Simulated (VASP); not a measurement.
# NiTe2 (Melonite) (P-3m1) in VASP: notebook

Runs on NiTe2 (Melonite). Level: LDA. Tasks: single point.

All numbers are computed with VASP 6.6.1; they aren't measurements. Logs are shortened: lines on timing, memory, paths and dates and some standing lists are left out, and cuts for length are marked.

## 1. The cell of the first run

Symmetry: P-3m1, No. 164, trigonal system. Conventional cell: a = 3.861 Å, b = 3.861 Å, c = 5.297 Å, α = 90.00°, β = 90.00°, γ = 120.00°. Within 3.4 Å of Ni (site symmetry -3m) lie 6 Te at 2.59 Å. Te (site symmetry 3m) has 3 Ni at 2.59 Å within 3.4 Å.

## 2. Single point, LDA, collinear spin, ferromagnetic start

Contents of INCAR:

```
PREC = Accurate ; ENCUT = 520
EDIFF = 1E-7 ; ISMEAR = -1
SIGMA = 0.1 ; LREAL = F
LASPH = T ; NELM = 150
ALGO = Normal ; ISIF = 2
LWAVE = F ; LCHARG = F
ISPIN = 2 ; MAGMOM = 1.5 0 0
LORBIT = 11 ; LMAXMIX = 4
GGA = CA ; NBANDS = 22
```

Contents of KPOINTS:

```
regular mesh
0
Gamma
  9 9 6
```

Contents of POSCAR:

```
NiTe2
1.0
    3.8610000000      0.0000000000      0.0000000000
   -1.9305000000      3.3437200000      0.0000000000
    0.0000000000      0.0000000000      5.2970000000
Ni Te
1 2
Direct
    0.0000000000      0.0000000000      0.0000000000
    0.3333333333      0.6666666667      0.2500000000
    0.6666666667      0.3333333333      0.7500000000
```

Potentials or basis: VASP PAW LDA potentials, release 64 (Ni, Te).

The run is started by

```
$ cat potpaw_LDA.64/Ni/POTCAR potpaw_LDA.64/Te/POTCAR > POTCAR
$ mpirun -np 1 vasp_std > vasp.out
```

OUTCAR:

```text
PREC = Accurate
   ENCUT = 520
   EDIFF = 1E-7
   ISMEAR = -1
   LREAL = F
   LASPH = T
   NELM = 150
   ISIF = 2
   ISPIN = 2
   LORBIT = 11
   GGA = CA

 ion  position               nearest neighbor table
   1  0.000  0.000  0.000-   2 2.59   3 2.59   3 2.59   2 2.59   3 2.59   2 2.59
   2  0.333  0.667  0.250-   1 2.59   1 2.59   1 2.59   3 3.46   3 3.46   3 3.46   3 3.46   3 3.46
                             3 3.46
   3  0.667  0.333  0.750-   1 2.59   1 2.59   1 2.59   2 3.46   2 3.46   2 3.46   2 3.46   2 3.46
                             2 3.46

  LATTYP: Found a hexagonal cell.
 ALAT       =     3.8610000000
 C/A-ratio  =     1.3719243719

  Lattice vectors:

 A1 = (   3.8610000000,   0.0000000000,   0.0000000000)
 A2 = (  -1.9305000000,   3.3437200000,   0.0000000000)
 A3 = (   0.0000000000,   0.0000000000,   5.2970000000)

Analysis of symmetry for initial positions (statically):
=====================================================================
 Subroutine PRICEL returns:
 Original cell was already a primitive cell.

 Routine SETGRP: Setting up the symmetry group for a
 hexagonal supercell.

 Subroutine GETGRP returns: Found 12 space group operations
 (whereof 12 operations were pure point group operations)
 out of a pool of 24 trial point group operations.

The static configuration has the point symmetry D_3d.

Analysis of symmetry for dynamics (positions and initial velocities):
=====================================================================
 Subroutine PRICEL returns:
 Original cell was already a primitive cell.

 Routine SETGRP: Setting up the symmetry group for a
 hexagonal supercell.

 Subroutine GETGRP returns: Found 12 space group operations
 (whereof 12 operations were pure point group operations)
 out of a pool of 24 trial point group operations.

The dynamic configuration has the point symmetry D_3d.

Analysis of structural, dynamic, and magnetic symmetry:
=====================================================================
 Subroutine PRICEL returns:
 Original cell was already a primitive cell.

 Routine SETGRP: Setting up the symmetry group for a
 hexagonal supercell.

 Subroutine GETGRP returns: Found 12 space group operations
 (whereof 12 operations were pure point group operations)
 out of a pool of 24 trial point group operations.

The overall configuration has the point symmetry D_3d.

 Subroutine INISYM returns: Found 12 space group operations
 (whereof 12 operations are pure point group operations),
 and found     1 'primitive' translations

----------------------------------------------------------------------------------------

                                     Primitive cell

  volume of cell :      68.3848

  direct lattice vectors                    reciprocal lattice vectors
     3.861000000  0.000000000  0.000000000     0.259000259  0.149534052  0.000000000
    -1.930500000  3.343720000  0.000000000     0.000000000  0.299068104  0.000000000
     0.000000000  0.000000000  5.297000000     0.000000000  0.000000000  0.188786105

  length of vectors
     3.861000000  3.860996463  5.297000000     0.299067830  0.299068104  0.188786105

  position of ions in fractional coordinates (direct lattice)
     0.000000000  0.000000000  0.000000000
     0.333333333  0.666666667  0.250000000
     0.666666667  0.333333333  0.750000000

  ion indices of the primitive-cell ions
   primitive index   ion index
                 1           1
                 2           2
                 3           3

----------------------------------------------------------------------------------------

 KPOINTS: regular mesh

Automatic generation of k-mesh.
 Grid dimensions read from file:
 generate k-points for:    9    9    6

 Generating k-lattice:

  Cartesian coordinates                     Fractional coordinates (reciprocal lattice)
     0.028777807  0.016614895  0.000000000     0.111111111  0.000000000  0.000000000
     0.000000000  0.033229789  0.000000000     0.000000000  0.111111111  0.000000000
     0.000000000  0.000000000  0.031464351     0.000000000  0.000000000  0.166666667

  Length of vectors
     0.033229759  0.033229789  0.031464351

  Shift w.r.t. Gamma in fractional coordinates (k-lattice)
     0.000000000  0.000000000  0.000000000

 Subroutine IBZKPT returns following result:
 ===========================================

 Found     62 irreducible k-points:

 Following reciprocal coordinates:
            Coordinates               Weight
  0.000000  0.000000  0.000000      1.000000
  0.111111  0.000000  0.000000      6.000000
  0.222222  0.000000  0.000000      6.000000
  0.333333  0.000000  0.000000      6.000000
  0.444444  0.000000  0.000000      6.000000
  0.111111  0.111111  0.000000      6.000000
[... 16 lines left out ...]
  0.222222  0.111111  0.166667     12.000000
 -0.111111  0.333333  0.166667     12.000000
 [... further k-points ...]
   k-points           NKPTS =     62   k-points in BZ     NKDIM =     62   number of bands    NBANDS=     22
   number of dos      NEDOS =    301   number of ions     NIONS =      3
   total plane-waves  NPLWV =  36000
   dimension x,y,z NGX =    30 NGY =   30 NGZ =   40
   dimension x,y,z NGXF=    60 NGYF=   60 NGZF=   80
   ions per type =               1   2
   NGX,Y,Z   is equivalent  to a cutoff of  12.92, 12.92, 12.55 a.u.
   NGXF,Y,Z  is equivalent  to a cutoff of  25.83, 25.83, 25.11 a.u.
 SYSTEM =  unknown system
   PREC   = accura    normal or accurate (medium, high low for compatibility)
   ISTART =      0    job   : 0-new  1-cont  2-samecut
   ICHARG =      2    charge: 1-file 2-atom 10-const
   ISPIN  =      2    spin polarized calculation?
   LNONCOLLINEAR =      F non collinear calculations
   LSORBIT =      F    spin-orbit coupling
   LASPH  =      T    aspherical Exc in radial PAW
   ENCUT  =  520.0 eV  38.22 Ry    6.18 a.u.   7.18  7.18  9.85*2*pi/ulx,y,z
   NELM   =    150;   NELMIN=  2; NELMDL= -5     # of ELM steps
   EDIFF  = 0.1E-06   stopping-criterion for ELM
   LREAL  =      F    real-space projection
   EDIFFG = 0.1E-05   stopping-criterion for IOM
   NSW    =      0    number of steps for IOM
   IBRION =     -1    ionic relax: 0-MD 1-quasi-New 2-CG
   NFREE  =      0    steps in history (QN), initial steepest desc. (CG)
   ISIF   =      2    stress and relaxation
   ISYM   =      2    0-nonsym 1-usesym 2-fastsym
   POTIM  = 0.5000    time-step for ionic-motion
   TEBEG  =    0.0;   TEEND  =   0.0 temperature during run
   PSTRESS=    0.0 pullay stress
   NELECT =      22.0000    total number of electrons
   NUPDOWN=      -1.0000    fix difference up-down
   EMIN   =  10.00;   EMAX   =-10.00  energy-range for DOS
   EFERMI =   0.00;   METHOD = LEGACY
   ISMEAR =    -1;   SIGMA  =   0.10  broadening in eV -4-tet -1-fermi 0-gaus
   EFERMI_NEDOS =   21; number of points for ismear=-14 and -15
   IALGO  =     38    algorithm
   IMIX   =      4    mixing-type and parameters
     AMIX     =   0.40;   BMIX     =  1.00
     AMIX_MAG =   1.60;   BMIX_MAG =  1.00
  volume/ion in A,a.u.               =      22.79       153.83
  Fermi-wavevector in a.u.,A,eV,Ry     =   1.121749  2.119799 17.120505  1.258322
  Thomas-Fermi vector in A             =   2.258405
   LORBIT       =     11    0 simple, 1 ext, 2 COOP (PROOUT), +10 PAW based schemes
   GGA     = CA    functional components
   LHFCALC =     F    Hartree Fock is set to
   AEXX    =    0.0000 exact exchange contribution
   IVDW    =     0    specifies the selected vdW correction
   LEPSILON=     F    determine dielectric tensor
   LRPA    =     F    only Hartree local field effects (RPA)
 spin polarized calculation
  energy-cutoff  :      520.00
  volume of cell :       68.38
 maximum number of plane-waves:      1862
 NGX is ok and might be reduce to    30
   NGX = 15   NGY = 15   NGZ = 19

 number of electron      21.9999986 magnetization      -0.0002728

 number of electron      21.9999986 magnetization       0.0000253

 Free energy of the ion-electron system (eV)
  ---------------------------------------------------
  ext. energy  EPLUGINS =         0.00000000
  ---------------------------------------------------
  free energy    TOTEN  =       -14.98085695 eV

  energy without entropy =      -14.92129101  energy(sigma->0) =      -14.95107398

 E-fermi :   7.9182     XC(G=0): -10.6355

 val. band max:        7.9131154698   @ k =   0.3333   0.2222   0.1667
 cond. band min:       7.9278571897   @ k =   0.0000   0.1111   0.3333
 fundamental gap:      0.0147417199
 Fermi energy:         7.9181885499

 spin component 1

 k-point     1 :       0.0000    0.0000    0.0000
  band No.  band energies     occupation
      1      -5.8141      1.00000
      2      -2.5470      1.00000
      3       1.8833      1.00000
      4       4.3418      1.00000
      5       4.3419      1.00000
      6       5.7995      1.00000
[... 14 lines left out ...]
     21      17.7365      0.00000
     22      17.7365      0.00000

 k-point     2 :       0.1111    0.0000    0.0000
  band No.  band energies     occupation
      1      -5.6775      1.00000
      2      -2.5277      1.00000
      3       2.0400      1.00000
      4       4.2371      1.00000
      5       4.3716      1.00000
      6       5.6819      1.00000
[... 14 lines left out ...]
     21      18.1399      0.00000
     22      18.1838      0.00000

 k-point     3 :       0.2222    0.0000    0.0000
  band No.  band energies     occupation
      1      -5.2815      1.00000
      2      -2.5123      1.00000
      3       2.4957      1.00000
      4       3.8528      1.00000
      5       4.4593      1.00000
      6       4.9833      1.00000
[... 14 lines left out ...]
     21      18.6067      0.00000
     22      19.2492      0.00000
[... 476 lines left out ...]
 k-point    23 :       0.2222    0.1111    0.1667
  band No.  band energies     occupation
      1      -4.7951      1.00000
      2      -2.7782      1.00000
      3       2.8038      1.00000
      4       3.8400      1.00000
      5       4.5127      1.00000
      6       4.5755      1.00000
[... 14 lines left out ...]
     21      18.9322      0.00000
     22      19.8721      0.00000

 k-point    24 :      -0.1111    0.3333    0.1667
  band No.  band energies     occupation
      1      -4.8026      1.00000
      2      -2.7517      1.00000
      3       2.6464      1.00000
      4       3.9728      1.00000
      5       4.3362      1.00000
      6       4.4071      1.00000
[... 14 lines left out ...]
     21      18.4349      0.00000
     22      19.8015      0.00000

 [... further k-points ...]

 spin component 2

 k-point     1 :       0.0000    0.0000    0.0000
  band No.  band energies     occupation
      1      -5.8141      1.00000
      2      -2.5470      1.00000
      3       1.8833      1.00000
      4       4.3419      1.00000
      5       4.3419      1.00000
      6       5.7996      1.00000
[... 14 lines left out ...]
     21      17.7365      0.00000
     22      17.7365      0.00000

 k-point     2 :       0.1111    0.0000    0.0000
  band No.  band energies     occupation
      1      -5.6775      1.00000
      2      -2.5277      1.00000
      3       2.0400      1.00000
      4       4.2372      1.00000
      5       4.3716      1.00000
      6       5.6820      1.00000
[... 14 lines left out ...]
     21      18.1399      0.00000
     22      18.1838      0.00000

 k-point     3 :       0.2222    0.0000    0.0000
  band No.  band energies     occupation
      1      -5.2815      1.00000
      2      -2.5123      1.00000
      3       2.4957      1.00000
      4       3.8528      1.00000
      5       4.4593      1.00000
      6       4.9833      1.00000
[... 14 lines left out ...]
     21      18.6067      0.00000
     22      19.2492      0.00000
[... 476 lines left out ...]
 k-point    23 :       0.2222    0.1111    0.1667
  band No.  band energies     occupation
      1      -4.7951      1.00000
      2      -2.7782      1.00000
      3       2.8038      1.00000
      4       3.8400      1.00000
      5       4.5127      1.00000
      6       4.5755      1.00000
[... 14 lines left out ...]
     21      18.9322      0.00000
     22      19.8721      0.00000

 k-point    24 :      -0.1111    0.3333    0.1667
  band No.  band energies     occupation
      1      -4.8026      1.00000
      2      -2.7517      1.00000
      3       2.6464      1.00000
      4       3.9728      1.00000
      5       4.3362      1.00000
      6       4.4071      1.00000
[... 14 lines left out ...]
     21      18.4349      0.00000
     22      19.8015      0.00000

 [... further k-points ...]
[... 5 lines left out ...]
  --------------------------------------------------------------------------------------
  -------------------------------------------------------------------------------------
  Total       -2.2254266     -2.2254212     -2.2846392      0.0000000      0.0000000      0.0000000
  in kB      -52.1391779    -52.1390505    -53.5264609      0.0000000      0.0000000      0.0000000
  external PRESSURE =     -52.6015631 kB  Pullay stress =       0.0000000 kB

 VOLUME and BASIS-vectors are now :
 -----------------------------------------------------------------------------
  energy-cutoff  :      520.00
  volume of cell :       68.38
      direct lattice vectors                 reciprocal lattice vectors
     3.861000000  0.000000000  0.000000000     0.259000259  0.149534052  0.000000000
    -1.930500000  3.343720000  0.000000000     0.000000000  0.299068104  0.000000000
     0.000000000  0.000000000  5.297000000     0.000000000  0.000000000  0.188786105

 POSITION                                       TOTAL-FORCE (eV/Angst)
 -----------------------------------------------------------------------------------
      0.00000      0.00000      0.00000         0.000000      0.000000     -0.000000
     -0.00000      2.22915      1.32425        -0.000000     -0.000000     -0.379537
      1.93050      1.11457      3.97275         0.000000      0.000000      0.379537
 -----------------------------------------------------------------------------------
    total drift:                                0.000000      0.000000     -0.000000

  FREE ENERGIE OF THE ION-ELECTRON SYSTEM (eV)
  ---------------------------------------------------
  free  energy   TOTEN  =       -14.9808569535 eV

  energy  without entropy=      -14.9212910082  energy(sigma->0) =      -14.95107398

 total charge

# of ion       s       p       d       tot
------------------------------------------
    1        0.439   0.486   8.411   9.336
    2        1.409   1.861   0.063   3.334
    3        1.409   1.861   0.063   3.334
--------------------------------------------------
tot          3.257   4.209   8.538  16.004

 magnetization (x)

# of ion       s       p       d       tot
------------------------------------------
    1       -0.000  -0.000   0.000   0.000
    2        0.000  -0.000  -0.000  -0.000
    3        0.000  -0.000  -0.000  -0.000
--------------------------------------------------
tot         -0.000  -0.000   0.000   0.000
```

Wall time 96 s (1 thread of Intel Xeon 6975P-C (Granite Rapids), shared host); peak memory 0.27 GiB.

What came out:

- Free energy: -14.9809 eV
- Pressure: -5.3 GPa
- Largest force: 0.380 eV/Å
- Band gap on the k mesh: zero (filled and empty bands overlap)
- Net moment: 0.00 μB per cell
- Valence electrons inside the program's atomic spheres: Ni 9.34; Te 3.33

Forces on the atoms (eV/Å):
```
Ni   0.000  0.000  0.000
Te   0.000  0.000 -0.380
Te   0.000  0.000  0.380
```

Stress tensor (GPa, compression positive):
```
-5.21  0.00  0.00
 0.00 -5.21  0.00
 0.00  0.00 -5.35
```

Levels at points of the mesh, in eV from the Fermi level:
Spin up:
| k point | band 9 | band 10 | band 11 | band 12 | band 13 | band 14 |
| --- | --- | --- | --- | --- | --- | --- |
| (0.00, 0.00, 0.00) | 0.31 | 0.31 | 0.92 | 0.92 | 2.27 | 3.59 |
| (0.00, 0.00, 0.50) | -0.76 | -0.24 | -0.24 | 1.65 | 1.65 | 4.62 |
Spin down:
```csv
k point,band 8,band 9,band 10,band 11,band 12,band 13,band 14,band 15
"(0.00, 0.00, 0.00)",-1.65,0.31,0.31,0.92,0.92,2.27,3.59,5.39
"(0.00, 0.00, 0.50)",-1.81,-0.76,-0.24,-0.24,1.65,1.65,4.62,5.40
```

Caveat: the starting moments collapsed, and a magnetic state may lie lower; spin-orbit coupling is left out, which moves the levels of the heavy elements.

(Continued in part 2 of 2.)
